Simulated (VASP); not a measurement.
SiN:

```xyz
2
Lattice="2.5973 0.0000 0.0000 0.0000 2.5973 0.0000 0.0000 0.0000 3.4043" Properties=species:S:1:pos:R:3 pbc="T T T"
Si    1.2986    1.2986    1.7021
N     0.0000    0.0000    0.0000
```

| Property | Result |
| --- | --- |
| Program | VASP 6.6.1 |
| Task | relaxation of cell and atoms |
| Functional | PBE |
| Potentials or basis | VASP PAW PBE potentials, release 64 (Si, N) |
| Cutoff | 600 eV |
| k mesh | 6 × 6 × 6 |
| Occupations | gaussian, width 0.1 eV |
| Spin | collinear spin, ferromagnetic start |
| Starting moments | [0.0, 0.39] μB |

At the start: pressure -14.2 GPa; volume 11.48 Å³/atom.

Problem. How do energy, volume and symmetry change on relaxing?

Solution. Over 14 steps the energy falls by 545.4 meV/atom and the volume is 8.93 Å³/atom (-22.2 %); space group Pm-3m (No. 221, to 0.05 Å); moment 0.00 μB per cell.

Step by step:
| step | energy change (eV) | largest force (eV/Å) | pressure (GPa) | volume (Å³) |
| --- | --- | --- | --- | --- |
| 1 | 0.0000 | 0.0000 | -14.16 | 22.96 |
| 2 | -0.6482 | 0.0000 | -5.50 | 19.66 |
| 3 | 8.0788 | 0.0000 | 400.86 | 10.56 |
| 4 | -0.8030 | 0.0000 | -3.02 | 18.90 |
| 5 | -0.3498 | 0.0000 | 57.22 | 14.60 |
| 6 | -0.9706 | 0.0000 | 2.47 | 17.79 |
| 7 | -0.9956 | 0.0000 | 18.99 | 16.18 |
| 8 | -1.0493 | 0.0000 | 10.19 | 16.91 |
| 9 | -0.9994 | 0.0000 | 2.60 | 17.71 |
| 10 | -1.0787 | 0.0000 | 6.60 | 17.24 |
| 11 | -1.0798 | 0.0000 | 6.07 | 17.28 |
| 12 | -1.0799 | 0.0000 | 5.87 | 17.30 |
| 13 | -1.0882 | 0.0000 | -2.74 | 18.18 |
| 14 | -1.0909 | 0.0000 | -0.03 | 17.86 |

Final structure:
```
Si N
1.0
     2.61767    0.00000    0.00000
     0.00000    2.61767    0.00000
     0.00000    0.00000    2.60672
Si N
1 1
Cartesian
  1.3088 1.3088 1.3034
  0.0000 0.0000 0.0000
```

Caveat: the k points lie up to 0.40 Å⁻¹ apart in the final cell; the volume moved by over 15 % at a fixed basis, so the end points are rough.
